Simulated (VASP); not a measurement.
Input of a VASP 6.6.1 run:

The input POSCAR:

```
LiH
1.0
    2.5016587112      0.0000000000      0.0000000000
    0.0000000000      2.5016587112      0.0000000000
    0.0000000000      0.0000000000      2.5016587112
Li H
1 1
Direct
    0.0000000000      0.0000000000      0.0000000000
    0.5000000000      0.5000000000      0.5000000000
```

File INCAR.step1:

```
  PREC = Accurate
  ENCUT = 520
  ISMEAR = 0
  SIGMA = 0.01
  LREAL = F
  LASPH = T
  NELM = 60
  NBANDS = 9
  GGA = PE
  ALGO = Normal
  EDIFF = 1E-4
  LWAVE = T
  LCHARG = F
```

File INCAR.step2:

```
  PREC = Accurate
  ENCUT = 520
  EDIFF = 1E-6
  ISMEAR = 0
  SIGMA = 0.01
  LREAL = F
  LASPH = T
  NELM = 60
  ALGO = Normal
  ISIF = 2
  LWAVE = F
  LCHARG = F
  METAGGA = R2SCAN
  LMIXTAU = T
  NBANDS = 9
  ISTART = 1
```

Contents of KPOINTS:

```
Automatic mesh
0
Gamma
  8 8 8
```

Potentials or basis: VASP PAW PBE potentials, release 64 (Li_sv, H).

Launch:

```bash
$ cat potpaw_PBE.64/Li_sv/POTCAR potpaw_PBE.64/H/POTCAR > POTCAR
$ cp INCAR.step1 INCAR
$ mpirun -np 1 vasp_std > vasp.out
$ cp INCAR.step2 INCAR
$ mpirun -np 1 vasp_std > vasp.out
```

Estimate the band gap on the k mesh.

1.30 eV, indirect (least direct gap 4.89 eV).

 A k mesh can miss the band edges.
